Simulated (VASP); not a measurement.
# TaN (P-6m2) in VASP: notebook, part 2 of 2

VASP 6.6.1.

## Step 4: Relaxation of cell and atoms, PBEsol, target pressure 25 GPa, at which the enthalpy is minimised

This run uses another cell than the first one, of 10.63 Å³/atom.

The input, INCAR:

```
SYSTEM = TaN
  PREC = Accurate
  ENCUT = 600
  EDIFF = 1E-7
  ISMEAR = -1
  SIGMA = 0.15
  LREAL = .False.
  LASPH = .True.
  NELM = 60
  ALGO = Normal
  ISIF = 3
  LWAVE = .False.
  LCHARG = .False.
  GGA = PS
  IBRION = 2
  NSW = 80
  EDIFFG = -0.001
  PSTRESS = 250.0
```

The input, KPOINTS:

```
regular mesh
0
Gamma
  18 18 14
  0 0 0
```

The input, POSCAR:

```
TaN
1.0
    2.9242701623      0.0000000000      0.0000000000
   -1.4621350812      2.5324922481      0.0000000000
    0.0000000000      0.0000000000      2.8701686363
Ta N
1 1
Direct
    0.3333333333      0.6666666667      0.5000000000
    0.0000000000      0.0000000000      0.0000000000
```

Potentials or basis: VASP PAW PBE potentials, release 64 (Ta_pv, N).

Run with:

```sh
> cat potpaw_PBE.64/Ta_pv/POTCAR potpaw_PBE.64/N/POTCAR > POTCAR
> mpirun -np 1 vasp_std > vasp.out
```

OUTCAR:

```text
SYSTEM = TaN
   PREC = Accurate
   ENCUT = 600
   EDIFF = 1E-7
   ISMEAR = -1
   LREAL = .False.
   LASPH = .True.
   NELM = 60
   ISIF = 3
   GGA = PS
   IBRION = 2
   NSW = 80
   EDIFFG = -0.001
   PSTRESS = 250.0

 ion  position               nearest neighbor table
   1  0.333  0.667  0.500-   2 2.22   2 2.22   2 2.22   2 2.22   2 2.22   2 2.22
   2  0.000  0.000  0.000-   1 2.22   1 2.22   1 2.22   1 2.22   1 2.22   1 2.22

  LATTYP: Found a hexagonal cell.
 ALAT       =     2.9242701623
 C/A-ratio  =     0.9814991355

  Lattice vectors:

 A1 = (   2.9242701623,   0.0000000000,   0.0000000000)
 A2 = (  -1.4621350812,   2.5324922481,   0.0000000000)
 A3 = (   0.0000000000,   0.0000000000,   2.8701686363)

Analysis of symmetry for initial positions (statically):
=====================================================================
 Subroutine PRICEL returns:
 Original cell was already a primitive cell.

 Routine SETGRP: Setting up the symmetry group for a
 hexagonal supercell.

 Subroutine GETGRP returns: Found 12 space group operations
 (whereof 12 operations were pure point group operations)
 out of a pool of 24 trial point group operations.

The static configuration has the point symmetry D_3h.

Analysis of symmetry for dynamics (positions and initial velocities):
=====================================================================
 Subroutine PRICEL returns:
 Original cell was already a primitive cell.

 Routine SETGRP: Setting up the symmetry group for a
 hexagonal supercell.

 Subroutine GETGRP returns: Found 12 space group operations
 (whereof 12 operations were pure point group operations)
 out of a pool of 24 trial point group operations.

The dynamic configuration has the point symmetry D_3h.

 Subroutine INISYM returns: Found 12 space group operations
 (whereof 12 operations are pure point group operations),
 and found     1 'primitive' translations

----------------------------------------------------------------------------------------

                                     Primitive cell

  volume of cell :      21.2556

  direct lattice vectors                    reciprocal lattice vectors
     2.924270162  0.000000000  0.000000000     0.341965668  0.197433971  0.000000000
    -1.462135081  2.532492248  0.000000000     0.000000000  0.394867941  0.000000000
     0.000000000  0.000000000  2.870168636     0.000000000  0.000000000  0.348411584

  length of vectors
     2.924270162  2.924270162  2.870168636     0.394867941  0.394867941  0.348411584

  position of ions in fractional coordinates (direct lattice)
     0.333333333  0.666666667  0.500000000
     0.000000000  0.000000000  0.000000000

  ion indices of the primitive-cell ions
   primitive index   ion index
                 1           1
                 2           2

----------------------------------------------------------------------------------------

 KPOINTS: regular mesh

Automatic generation of k-mesh.
 Grid dimensions read from file:
 generate k-points for:   18   18   14

 Generating k-lattice:

  Cartesian coordinates                     Fractional coordinates (reciprocal lattice)
     0.018998093  0.010968554  0.000000000     0.055555556 -0.000000000  0.000000000
     0.000000000  0.021937108  0.000000000     0.000000000  0.055555556  0.000000000
[... 52 lines left out ...]
   ISPIN  =      1    spin polarized calculation?
   LNONCOLLINEAR =      F non collinear calculations
   LSORBIT =      F    spin-orbit coupling
   LASPH  =      T    aspherical Exc in radial PAW
   ENCUT  =  600.0 eV  44.10 Ry    6.64 a.u.   5.84  5.84  5.73*2*pi/ulx,y,z
   NELM   =     60;   NELMIN=  2; NELMDL= -5     # of ELM steps
   EDIFF  = 0.1E-06   stopping-criterion for ELM
   LREAL  =      F    real-space projection
   EDIFFG = -.1E-02   stopping-criterion for IOM
   NSW    =     80    number of steps for IOM
   IBRION =      2    ionic relax: 0-MD 1-quasi-New 2-CG
   NFREE  =      1    steps in history (QN), initial steepest desc. (CG)
   ISIF   =      3    stress and relaxation
   ISYM   =      2    0-nonsym 1-usesym 2-fastsym
   POTIM  = 0.5000    time-step for ionic-motion
   TEBEG  =    0.0;   TEEND  =   0.0 temperature during run
   PSTRESS=  250.0 pullay stress
   NELECT =      16.0000    total number of electrons
   NUPDOWN=      -1.0000    fix difference up-down
   EMIN   =  10.00;   EMAX   =-10.00  energy-range for DOS
   EFERMI =   0.00;   METHOD = LEGACY
   ISMEAR =    -1;   SIGMA  =   0.15  broadening in eV -4-tet -1-fermi 0-gaus
   EFERMI_NEDOS =   21; number of points for ismear=-14 and -15
   IALGO  =     38    algorithm
   IMIX   =      4    mixing-type and parameters
     AMIX     =   0.40;   BMIX     =  1.00
     AMIX_MAG =   1.60;   BMIX_MAG =  1.00
  volume/ion in A,a.u.               =      10.63        71.72
  Fermi-wavevector in a.u.,A,eV,Ry     =   1.489214  2.814207 30.174439  2.217759
  Thomas-Fermi vector in A             =   2.602151
   LORBIT       =      0    0 simple, 1 ext, 2 COOP (PROOUT), +10 PAW based schemes
   GGA     = PS    functional components
   LHFCALC =     F    Hartree Fock is set to
   AEXX    =    0.0000 exact exchange contribution
   IVDW    =     0    specifies the selected vdW correction
   LEPSILON=     F    determine dielectric tensor
   LRPA    =     F    only Hartree local field effects (RPA)
 conjugate gradient relaxation of ions
 non-spin polarized calculation
  energy-cutoff  :      600.00
  volume of cell :       21.26
 maximum number of plane-waves:       724
 NGX is ok and might be reduce to    24
   NGX = 11   NGY = 11   NGZ = 11

--------------------------------------- Ionic step        1  -------------------------------------------

 number of electron      16.0000000 magnetization

 Free energy of the ion-electron system (eV)
  ---------------------------------------------------
  ext. energy  EPLUGINS =         0.00000000
  ---------------------------------------------------
  free energy    TOTEN  =       -23.81126351 eV

  energy without entropy =      -23.80148114  energy(sigma->0) =      -23.80637233

------------------------ aborting loop because EDIFF is reached ----------------------------------------

  FORCE on cell =-STRESS in cart. coord.  units (eV):
  Direction    XX          YY          ZZ          XY          YZ          ZX
  --------------------------------------------------------------------------------------
  -------------------------------------------------------------------------------------
  Total        0.0891499      0.0891499      0.1158197     -0.0000000      0.0000000      0.0000000
  in kB        6.7198338      6.7198338      8.7301184     -0.0000000      0.0000000      0.0000000
  external PRESSURE =    -242.6100713 kB  Pullay stress =     250.0000000 kB
[... 25 lines left out ...]
--------------------------------------- Ionic step        2  -------------------------------------------

 number of electron      16.0000002 magnetization

 E-fermi :  11.2434     XC(G=0): -14.9556

 val. band max:       11.2385687285   @ k =   0.4444   0.0000   0.5000
 cond. band min:      11.2795685850   @ k =   0.0000   0.0000   0.2857
 fundamental gap:      0.0409998565
 Fermi energy:        11.2434039343

 k-point     1 :       0.0000    0.0000    0.0000
  band No.  band energies     occupation
      1     -23.0902      2.00000
      2     -22.6064      2.00000
      3     -22.6064      2.00000
      4      -8.7311      2.00000
      5       5.1787      2.00000
      6       5.1787      2.00000
      7       5.3574      2.00000
      8       7.9244      2.00000
      9      15.1816      0.00000
     10      15.9282      0.00000
     11      15.9282      0.00000
     12      16.6288      0.00000
[... 416 lines left out ...]
  energy  without entropy=      -23.7229769447  energy(sigma->0) =      -23.72798231

  enthalpy is  TOTEN    =       -20.5895834272 eV   P V=        3.1434042410

[... ionic steps 4 to 7 ...]

--------------------------------------- Ionic step        8  -------------------------------------------

 number of electron      15.9999999 magnetization

------------------------ aborting loop because EDIFF is reached ----------------------------------------
[... 71 lines left out ...]
--------------------------------------- Ionic step       10  -------------------------------------------

 number of electron      15.9999999 magnetization

 Free energy of the ion-electron system (eV)
  ---------------------------------------------------
  ext. energy  EPLUGINS =         0.00000000
  ---------------------------------------------------
  free energy    TOTEN  =       -23.71893418 eV

  energy without entropy =      -23.70908080  energy(sigma->0) =      -23.71400749

 E-fermi :   8.9034     XC(G=0): -13.9046

 val. band max:        8.8848826614   @ k =   0.0556   0.0000   0.4286
 cond. band min:       8.9665141583   @ k =   0.0000   0.0000   0.3571
 fundamental gap:      0.0816314969
 Fermi energy:         8.9034336974

 k-point     1 :       0.0000    0.0000    0.0000
  band No.  band energies     occupation
      1     -25.7169      2.00000
      2     -25.3881      2.00000
      3     -25.3881      2.00000
      4      -9.4257      2.00000
      5       4.0090      2.00000
      6       4.0090      2.00000
      7       4.2756      2.00000
      8       5.8512      2.00000
      9      11.6715      0.00000
     10      12.7835      0.00000
     11      12.7835      0.00000
     12      13.2660      0.00000
[... 378 lines left out ...]
  energy  without entropy=      -23.7090807972  energy(sigma->0) =      -23.71400749

  enthalpy is  TOTEN    =       -20.5906451646 eV   P V=        3.1282890192

 reached required accuracy - stopping structural energy minimisation
```

Run time: 3.9 min. Hardware: 1 thread of AMD EPYC 9R45 (Zen 5), shared host; peak memory 0.21 GiB.

Results:

```yaml
Free_energy: -23.7189 eV
Relaxed_volume: 10.02 Å³/atom
Relaxed_cell: a = 2.864 Å, b = 2.864 Å, c = 2.823 Å, α = 90.00°, β = 90.00°, γ = 120.00°
Space_group_after_relaxing_to_0.1_Å: P-6m2 (No. 187)
Energy_change_on_relaxing_the_run_minimises_the_enthalpy: +46.2 meV/atom
Ionic_steps: 10
Pressure_after_relaxing: 25.0 GPa
Band_gap_on_the_k_mesh: zero (bands 8 and 9 overlap by 0.35 eV)
```

The path:
```tsv
step	energy change (eV)	largest force (eV/Å)	pressure (GPa)	volume (Å³)
1	0.0000	0.0000	0.74	21.26
2	1.7498	0.0000	150.39	16.68
3	0.0783	0.0000	22.89	20.15
4	0.0891	0.0000	24.59	20.07
5	0.0927	0.0000	25.13	20.05
6	0.0944	0.0000	25.14	20.04
7	0.0932	0.0000	25.13	20.04
8	0.0932	0.0000	25.14	20.04
9	0.0902	0.0000	24.68	20.06
10	0.0923	0.0000	25.01	20.05
```

Final structure:
```cif
data_structure
_symmetry_space_group_name_H-M 'P 1'
_symmetry_Int_Tables_number 1
_cell_length_a 2.8639
_cell_length_b 2.8639
_cell_length_c 2.8225
_cell_angle_alpha 90.000
_cell_angle_beta 90.000
_cell_angle_gamma 120.000
_cell_volume 20.05
loop_
_atom_site_label
_atom_site_type_symbol
_atom_site_fract_x
_atom_site_fract_y
_atom_site_fract_z
_atom_site_occupancy
Ta1 Ta 0.33333 0.66667 0.50000 1
N1 N 0.00000 0.00000 0.00000 1
```

Caveat: the cell is relaxed towards a set pressure, so the run minimises the enthalpy, not the energy; the PAW data sets were made with another functional, which shifts forces and pressure a little; spin-orbit coupling is left out, which moves the levels of the heavy elements.

## Step 5: Single point, PBEsol (biaxial strain in the a-b plane: -1.5 %, then relaxed in part)

The input, INCAR:

```
SYSTEM = TaN
  PREC = Accurate
  ENCUT = 700
  EDIFF = 1E-6
  ISMEAR = 0
  SIGMA = 0.1
  LREAL = .False.
  LASPH = .True.
  NELM = 120
  ALGO = Normal
  ISIF = 2
  LWAVE = .False.
  LCHARG = .False.
  GGA = PS
  NBANDS = 16
  GGA_COMPAT = .False.
```

The input, KPOINTS:

```
regular mesh
0
Gamma
  24 24 18
  0 0 0
```

The input, POSCAR:

```
TaN
1.0
    2.8801292091      0.0000000000      0.0000000000
   -1.4400646045      2.4942650612      0.0000000000
    0.0000000000      0.0000000000      2.8876203579
Ta N
1 1
Direct
    0.3333333333      0.6666666667      0.5000000000
    0.0000000000      0.0000000000      0.0000000000
```

Potentials or basis: VASP PAW PBE potentials, release 64 (Ta_sv_GW, N).

Run with:

```sh
> cat potpaw_PBE.64/Ta_sv_GW/POTCAR potpaw_PBE.64/N/POTCAR > POTCAR
> mpirun -np 1 vasp_std > vasp.out
```

Run time: 3.9 min. Hardware: 1 thread of AMD EPYC 7R43 (Zen 3), shared host; peak memory 0.42 GiB.

Results (log left out):

| Quantity | Value |
| --- | --- |
| Free energy | -26.3180 eV |
| Pressure | 8.9 GPa |
| Band gap on the k mesh | zero (bands 9 and 10 overlap by 0.37 eV) |

Stress tensor (GPa, compression positive):
```
13.19  0.00  0.00
 0.00 13.19  0.00
 0.00  0.00  0.18
```

Levels at points of the mesh, in eV from the Fermi level:
```tsv
k point	band 5	band 6	band 7	band 8	band 9	band 10	band 11	band 12	band 13	band 14
(0.00, 0.00, 0.00)	-17.95	-4.52	-4.52	-4.43	-3.05	2.71	3.67	3.67	4.20	4.20
(0.50, 0.00, 0.00)	-15.44	-8.46	-5.54	-3.64	-3.08	3.08	4.50	5.32	5.79	7.69
(0.00, 0.00, 0.50)	-15.13	-9.59	-3.66	-3.66	-0.11	-0.11	2.25	3.59	3.59	8.60
(0.50, 0.00, 0.50)	-15.88	-7.51	-6.34	-5.72	-0.30	4.46	5.84	6.26	7.53	10.66
```

Caveat: the cell differs from its parent crystal (biaxial strain in the a-b plane: -1.5 %, then relaxed in part); the stress differs along the axes, from 0 to 13 GPa; the PAW data sets were made with another functional, which shifts forces and pressure a little; spin-orbit coupling is left out, which moves the levels of the heavy elements.

## Step 6: The runs side by side

| task | potentials or basis | cell | k mesh | cutoff (eV) | smearing | gap on the mesh (eV) | pressure (GPa) |
| --- | --- | --- | --- | --- | --- | --- | --- |
| single point | VASP PAW PBE potentials, release 64 (Ta_sv_GW, N) | a = 2.893, b = 2.893, c = 2.845 Å, angles 90.0, 90.0, 120.0°, 2 atoms | 18 × 18 × 14 | 700 | gaussian 0.1 eV | none | 11.9 |
| single point | VASP PAW PBE potentials, release 64 (Ta_pv, N) | a = 2.862, b = 2.862, c = 2.820 Å, angles 90.0, 90.0, 120.0°, 2 atoms | 18 × 18 × 14 | 520 | fermi-dirac 0.15 eV | none | 26.2 |
| relaxation of cell and atoms | VASP PAW PBE potentials, release 64 (Ta_pv, N) | relaxed to 25 GPa from a = 2.924, b = 2.924, c = 2.870 Å, angles 90.0, 90.0, 120.0°, 2 atoms | 18 × 18 × 14 | 600 | fermi-dirac 0.15 eV | none | 25.0 |
| single point | VASP PAW PBE potentials, release 64 (Ta_sv_GW, N) | a = 2.880, b = 2.880, c = 2.888 Å, angles 90.0, 90.0, 120.0°, 2 atoms | 24 × 24 × 18 | 700 | gaussian 0.1 eV | none | 8.9 |

Alike in all rows: level PBEsol; no spin polarisation.

Caveats: the PAW data sets were made with another functional, which shifts forces and pressure a little; spin-orbit coupling is left out, which moves the levels of the heavy elements; the cell stands under pressure (at least some runs); the cell is relaxed towards a set pressure, so the run minimises the enthalpy, not the energy (at least some runs); the stress differs along the axes, from 0 to 13 GPa (at least some runs).

Total energies depend on the potentials used, so only differences within one code and one set of settings carry meaning.

The gap in the log of VASP goes by the Fermi energy; the results here count the filled bands.